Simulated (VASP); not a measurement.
Here is a VASP 6.6.1 calculation.

Contents of INCAR:

```
SYSTEM = C
ALGO     = Normal         ! electronic algorithm
EDIFF    = 1E-6           ! SCF threshold, eV
ENCUT    = 520            ! plane-wave cutoff, eV
GGA      = PS             ! functional
ISIF     = 2              ! what is computed and relaxed
ISMEAR   = 0              ! smearing method
LASPH    = .True.         ! aspherical terms in the spheres
LCHARG   = .False.        ! write CHGCAR
LREAL    = .False.        ! projectors in reciprocal space
LWAVE    = .False.        ! write WAVECAR
NBANDS   = 16             ! bands
NELM     = 80             ! most SCF steps
PREC     = Accurate       ! precision mode
SIGMA    = 0.15           ! smearing width, eV
```

KPOINTS

```
k-points
0
Gamma
  21 21 6
  0 0 0
```

POSCAR

```
C
1.0
    1.2509928469     -2.0536052080      0.0000000000
    1.2509928469      2.0536052080      0.0000000000
    0.0000000000      0.0000000000      7.1162618684
C
4
Direct
    0.0833216498      0.9166783502      0.7498439858
    0.5833216498      0.4166783502      0.2501560142
    0.9166783502      0.0833216498      0.2501560142
    0.4166783502      0.5833216498      0.7498439858
```

Potentials or basis: VASP PAW PBE potentials, release 64 (C).

Launch:

```console
$ cat potpaw_PBE.64/C/POTCAR > POTCAR
$ mpirun -np 1 vasp_std > vasp.out
```

(1) Predict the largest force.

(2) Predict the pressure.

Results:

(1) 0.905 eV/Å.

(2) 9.3 GPa.

Caveat: the PAW data sets were made with another functional, which shifts forces and pressure a little; this functional lacks dispersion, which binds the layers, so the pressure and a relaxed spacing across them are unreliable.
